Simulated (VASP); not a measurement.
# Rh (Fm-3m) in VASP: a series of runs

The runs below take Rh through single point, with PBE.

All numbers are computed with VASP 6.6.1; they aren't measurements. Logs are shortened: lines on timing, memory, paths and dates and some standing lists are left out, and cuts for length are marked.

**1. The cell of the first run**

Symmetry: Fm-3m, No. 225, cubic system. Conventional cell: a = 3.978 Å, b = 3.978 Å, c = 3.978 Å, α = 90.00°, β = 90.00°, γ = 90.00°. Within 3.7 Å of Rh (site symmetry m-3m) lie 12 Rh at 2.81 Å.

**2. Single point, PBE (15.73 Å³/atom)**

The input, INCAR:

```
SYSTEM = Rh
PREC = Accurate ; ENCUT = 520
EDIFF = 1E-6 ; ISMEAR = 0
SIGMA = 0.15 ; LREAL = .False.
LASPH = .True. ; NELM = 60
ALGO = Fast ; ISIF = 2
LWAVE = .False. ; LCHARG = .True.
GGA = PE ; LELF = .True.
LVHAR = .True. ; NBANDS = 14
```

The input, KPOINTS:

```
Automatic mesh
0
Gamma
  22 22 22
  0 0 0
```

The input, POSCAR:

```
Rh
1.0
    0.0000000000      1.9887703994      1.9887703994
    1.9887703994      0.0000000000      1.9887703994
    1.9887703994      1.9887703994      0.0000000000
Rh
1
Direct
    0.0000000000      0.0000000000      0.0000000000
```

Potentials or basis: VASP PAW PBE potentials, release 64 (Rh_pv).

Run with:

```bash
$ cat potpaw_PBE.64/Rh_pv/POTCAR > POTCAR
$ mpirun -np 1 vasp_std > vasp.out
```

OUTCAR:

```text
SYSTEM = Rh
   PREC = Accurate
   ENCUT = 520
   EDIFF = 1E-6
   ISMEAR = 0
   LREAL = .False.
   LASPH = .True.
   NELM = 60
   ISIF = 2
   GGA = PE

 ion  position               nearest neighbor table
   1  0.000  0.000  0.000-

  LATTYP: Found a face centered cubic cell.
 ALAT       =     3.9775407988

  Lattice vectors:

 A1 = (   0.0000000000,   1.9887703994,   1.9887703994)
 A2 = (   1.9887703994,   0.0000000000,   1.9887703994)
 A3 = (   1.9887703994,   1.9887703994,   0.0000000000)

Analysis of symmetry for initial positions (statically):
=====================================================================
 Subroutine PRICEL returns:
 Original cell was already a primitive cell.

 Routine SETGRP: Setting up the symmetry group for a
 face centered cubic supercell.

 Subroutine GETGRP returns: Found 48 space group operations
 (whereof 48 operations were pure point group operations)
 out of a pool of 48 trial point group operations.

The static configuration has the point symmetry O_h .

Analysis of symmetry for dynamics (positions and initial velocities):
=====================================================================
 Subroutine PRICEL returns:
 Original cell was already a primitive cell.

 Routine SETGRP: Setting up the symmetry group for a
 face centered cubic supercell.

 Subroutine GETGRP returns: Found 48 space group operations
 (whereof 48 operations were pure point group operations)
 out of a pool of 48 trial point group operations.

The dynamic configuration has the point symmetry O_h .

 Subroutine INISYM returns: Found 48 space group operations
 (whereof 48 operations are pure point group operations),
 and found     1 'primitive' translations

----------------------------------------------------------------------------------------

                                     Primitive cell

  volume of cell :      15.7320

  direct lattice vectors                    reciprocal lattice vectors
     0.000000000  1.988770399  1.988770399    -0.251411626  0.251411626  0.251411626
     1.988770399  0.000000000  1.988770399     0.251411626 -0.251411626  0.251411626
     1.988770399  1.988770399  0.000000000     0.251411626  0.251411626 -0.251411626

  length of vectors
     2.812546071  2.812546071  2.812546071     0.435457710  0.435457710  0.435457710

  position of ions in fractional coordinates (direct lattice)
     0.000000000  0.000000000  0.000000000

  ion indices of the primitive-cell ions
   primitive index   ion index
[... 83 lines left out ...]
   PSTRESS=    0.0 pullay stress
   NELECT =      15.0000    total number of electrons
   NUPDOWN=      -1.0000    fix difference up-down
   EMIN   =  10.00;   EMAX   =-10.00  energy-range for DOS
   EFERMI =   0.00;   METHOD = LEGACY
   ISMEAR =     0;   SIGMA  =   0.15  broadening in eV -4-tet -1-fermi 0-gaus
   EFERMI_NEDOS =   21; number of points for ismear=-14 and -15
   IALGO  =     68    algorithm
   IMIX   =      4    mixing-type and parameters
     AMIX     =   0.40;   BMIX     =  1.00
     AMIX_MAG =   1.60;   BMIX_MAG =  1.00
  volume/ion in A,a.u.               =      15.73       106.16
  Fermi-wavevector in a.u.,A,eV,Ry     =   1.611303  3.044922 35.324779  2.596298
  Thomas-Fermi vector in A             =   2.706715
   LORBIT       =      0    0 simple, 1 ext, 2 COOP (PROOUT), +10 PAW based schemes
   GGA     = PE    functional components
   LHFCALC =     F    Hartree Fock is set to
   AEXX    =    0.0000 exact exchange contribution
   IVDW    =     0    specifies the selected vdW correction
   LEPSILON=     F    determine dielectric tensor
   LRPA    =     F    only Hartree local field effects (RPA)
 non-spin polarized calculation
 RMM-DIIS sequential band-by-band and
 Gauss-broadening in eV      SIGMA  =   0.15
  energy-cutoff  :      520.00
  volume of cell :       15.73
 maximum number of plane-waves:       444
 NGX is ok and might be reduce to    24
   NGX = 11   NGY = 11   NGZ = 11

 number of electron      15.0000001 magnetization

 Free energy of the ion-electron system (eV)
  ---------------------------------------------------
  ext. energy  EPLUGINS =         0.00000000
  ---------------------------------------------------
  free energy    TOTEN  =        -7.14028997 eV

  energy without entropy =       -7.12122761  energy(sigma->0) =       -7.13075879

 E-fermi :   9.5874     XC(G=0): -13.1791

 val. band max:        9.5857251286   @ k =   0.3182   0.2273   0.0455
 cond. band min:       9.5887778360   @ k =   0.3182   0.2727   0.0000
 fundamental gap:      0.0030527074
 Fermi energy:         9.5874047494

 k-point     1 :       0.0000    0.0000    0.0000
  band No.  band energies     occupation
      1     -36.5542      2.00000
      2     -36.5542      2.00000
      3     -36.5542      2.00000
      4       2.6008      2.00000
      5       7.1009      2.00000
      6       7.1009      2.00000
      7       7.1009      2.00000
      8       8.7824      2.00000
      9       8.7824      2.00000
     10      25.5960      0.00000
     11      30.3108      0.00000
     12      30.3108      0.00000
     13      30.3108      0.00000
     14      30.5270      0.00000
[... 377 lines left out ...]
      1     -37.0015      2.00000
      2     -36.6259      2.00000
      3     -36.6189      2.00000
      4       4.5787      2.00000
      5       7.0178      2.00000
      6       7.0969      2.00000
      7       9.4640      1.75533
      8       9.9636      0.00039
      9      10.9946      0.00000
     10      17.1457      0.00000
     11      25.1540      0.00000
     12      29.2503      0.00000
     13      29.7105      0.00000
     14      30.5276      0.00000

 [... further k-points ...]

------------------------ aborting loop because EDIFF is reached ----------------------------------------

  FORCE on cell =-STRESS in cart. coord.  units (eV):
  Direction    XX          YY          ZZ          XY          YZ          ZX
  --------------------------------------------------------------------------------------
  -------------------------------------------------------------------------------------
  Total       -2.1189594     -2.1189594     -2.1189594      0.0000000      0.0000000      0.0000000
  in kB     -215.7989227   -215.7989227   -215.7989227      0.0000000      0.0000000      0.0000000
  external PRESSURE =    -215.7989227 kB  Pullay stress =       0.0000000 kB

 VOLUME and BASIS-vectors are now :
 -----------------------------------------------------------------------------
  energy-cutoff  :      520.00
  volume of cell :       15.73
      direct lattice vectors                 reciprocal lattice vectors
     0.000000000  1.988770399  1.988770399    -0.251411626  0.251411626  0.251411626
     1.988770399  0.000000000  1.988770399     0.251411626 -0.251411626  0.251411626
     1.988770399  1.988770399  0.000000000     0.251411626  0.251411626 -0.251411626

 POSITION                                       TOTAL-FORCE (eV/Angst)
 -----------------------------------------------------------------------------------
      0.00000      0.00000      0.00000         0.000000      0.000000      0.000000
 -----------------------------------------------------------------------------------
    total drift:                               -0.000000     -0.000000      0.000000

  FREE ENERGIE OF THE ION-ELECTRON SYSTEM (eV)
  ---------------------------------------------------
  free  energy   TOTEN  =        -7.1402899746 eV

  energy  without entropy=       -7.1212276085  energy(sigma->0) =       -7.13075879
```

OSZICAR:

```text
N       E                     dE             d eps       ncg     rms          rms(c)
DAV:   1     0.120892045559E+03    0.12089E+03   -0.88924E+03  9208   0.112E+03
DAV:   2    -0.602959745064E+01   -0.12692E+03   -0.12100E+03  9892   0.334E+02
DAV:   3    -0.763717756293E+01   -0.16076E+01   -0.16044E+01 11230   0.416E+01
DAV:   4    -0.764429012153E+01   -0.71126E-02   -0.71119E-02 10750   0.284E+00
DAV:   5    -0.764436445548E+01   -0.74334E-04   -0.74333E-04 11478   0.259E-01    0.733E+00
RMM:   6    -0.714911984313E+01    0.49524E+00   -0.93076E-01  9852   0.925E+00    0.226E+00
RMM:   7    -0.714274753792E+01    0.63723E-02   -0.18480E-02 10341   0.148E+00    0.124E+00
RMM:   8    -0.714040523997E+01    0.23423E-02   -0.30333E-03 10675   0.625E-01    0.122E-01
RMM:   9    -0.714028180537E+01    0.12343E-03   -0.41993E-04 11105   0.214E-01    0.209E-02
RMM:  10    -0.714029178517E+01   -0.99798E-05   -0.45895E-05 11264   0.846E-02    0.961E-03
RMM:  11    -0.714028932988E+01    0.24553E-05   -0.84546E-06 10927   0.363E-02    0.162E-03
RMM:  12    -0.714028997462E+01   -0.64474E-06   -0.19654E-06  8314   0.185E-02
   1 F= -.71402900E+01 E0= -.71307588E+01  d E =-.190624E-01
```

Run time: 38 s. Hardware: 1 thread of AMD EPYC 9R45 (Zen 5), shared host; peak memory 0.16 GiB.

Results:

* Free energy: -7.1403 eV
* Pressure: -21.6 GPa
* Band gap on the k mesh: zero (an odd number of electrons rules out a gap without spin polarisation)

Levels at points of the mesh, in eV from the Fermi level:
| k point | band 5 | band 6 | band 7 | band 8 | band 9 | band 10 |
| --- | --- | --- | --- | --- | --- | --- |
| (0.00, 0.00, 0.00) | -2.49 | -2.49 | -2.49 | -0.81 | -0.81 | 16.01 |
| (0.50, 0.00, 0.00) | -2.54 | -2.54 | 0.45 | 0.45 | 0.91 | 7.37 |
| (0.50, 0.50, 0.00) | -4.83 | 0.42 | 0.78 | 0.78 | 3.15 | 10.68 |

Caveat: the cell stands under tension.

**3. Single point, PBE (16.58 Å³/atom)**

This run uses another cell than the first one, of 16.58 Å³/atom.

The input, INCAR:

```
SYSTEM = Rh
ALGO = Fast
EDIFF = 1E-6
ENCUT = 520
GGA = PE
ISIF = 2
ISMEAR = 0
LASPH = .True.
LCHARG = .False.
LREAL = .False.
LWAVE = .False.
NBANDS = 14
NELM = 60
PREC = Accurate
SIGMA = 0.15
```

The input, KPOINTS:

```
k-points
0
Gamma
  22 22 22
  0 0 0
```

The input, POSCAR:

```
Rh
1.0
    0.0000000000      2.0236769288      2.0236769288
    2.0236769288      0.0000000000      2.0236769288
    2.0236769288      2.0236769288      0.0000000000
Rh
1
Direct
    0.0000000000      0.0000000000      0.0000000000
```

Potentials or basis: VASP PAW PBE potentials, release 64 (Rh_pv).

Run with:

```bash
$ cat potpaw_PBE.64/Rh_pv/POTCAR > POTCAR
$ mpirun -np 1 vasp_std > vasp.out
```

Wall time 37 s (1 thread of AMD EPYC 9R45 (Zen 5), shared host); peak memory 0.16 GiB.

Results (log left out):

```
Free energy            : -7.0111 eV
Pressure               : -27.4 GPa
Band gap on the k mesh : zero (an odd number of electrons rules out a gap without spin polarisation)
```

Levels at points of the mesh, in eV from the Fermi level:
| k point | band 4 | band 5 | band 6 | band 7 | band 8 | band 9 | band 10 | band 11 |
| --- | --- | --- | --- | --- | --- | --- | --- | --- |
| (0.00, 0.00, 0.00) | -6.63 | -2.29 | -2.29 | -2.29 | -0.74 | -0.74 | 15.96 | 20.40 |
| (0.50, 0.00, 0.00) | -4.71 | -2.33 | -2.33 | 0.41 | 0.41 | 0.99 | 6.94 | 15.41 |
| (0.50, 0.50, 0.00) | -4.74 | -4.45 | 0.38 | 0.71 | 0.71 | 3.12 | 10.12 | 12.25 |

Caveat: the cell stands under tension.

[end of part 1 of 3]
